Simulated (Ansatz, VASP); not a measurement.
C in VASP and in Ansatz

The input INCAR:

```
SYSTEM = C
  PREC = Accurate
  ENCUT = 600
  EDIFF = 1E-7
  ISMEAR = -1
  SIGMA = 0.05
  LREAL = .FALSE.
  LASPH = .TRUE.
  NELM = 80
  ALGO = Normal
  ISIF = 3
  LWAVE = .FALSE.
  LCHARG = .FALSE.
  GGA = RP
  IVDW = 12
  IBRION = 2
  NSW = 80
  EDIFFG = -0.02
```

Contents of KPOINTS:

```
Automatic mesh
0
G
  13 13 13
  0 0 0
```

POSCAR

```
C
1.0
    0.0000000000      1.7833700000      1.7833700000
    1.7833700000      0.0000000000      1.7833700000
    1.7833700000      1.7833700000      0.0000000000
C
2
Direct
    0.7500000000      0.7500000000      0.7500000000
    0.5000000000      0.5000000000      0.5000000000
```

The input input.yaml:

```yaml
crystal:
  lattice:
    - [0.0, 1.78337, 1.78337]
    - [1.78337, 0.0, 1.78337]
    - [1.78337, 1.78337, 0.0]
  atoms:
    - { symbol: C, position: [0.75, 0.75, 0.75] }
    - { symbol: C, position: [0.5, 0.5, 0.5] }
kpoints:
  mp_grid: { grid: [13, 13, 13] }
scf:
  occupations: { method: fermi_dirac, width: 0.05 }
hamiltonian:
  xc: rpbe
  dispersion: d3bj
  pseudopotentials: { kind: all_electron, lapw: { basis_error: 0.001 } }
output:
  forces: true
  stress: true
relax:
  f_tol: 0.02
  max_steps: 60
  cell: {}
```

Alike in both runs: task relaxation of cell and atoms; functional RPBE; dispersion D3(BJ); k mesh 13 × 13 × 13; occupations fermi-dirac, width 0.05 eV; no spin polarisation.

|  | VASP | Ansatz |
| --- | --- | --- |
| version | VASP 6.6.1 | Ansatz 0.2.0 |
| potentials or method | VASP PAW PBE potentials, release 64 (C), cutoff 600 eV | all-electron LAPW, scalar-relativistic |

|  | VASP | Ansatz | Ansatz less VASP |
| --- | --- | --- | --- |
| relaxed volume (Å³/atom) | 5.53 | 5.53 | +0.001 |
| relaxed cell length with the largest relative difference (Å) | 2.501 | 2.501 | +0.0002 |

VASP's potentials were made for PBE, not for RPBE. Ansatz ran all-electron here, and VASP with PAW potentials.
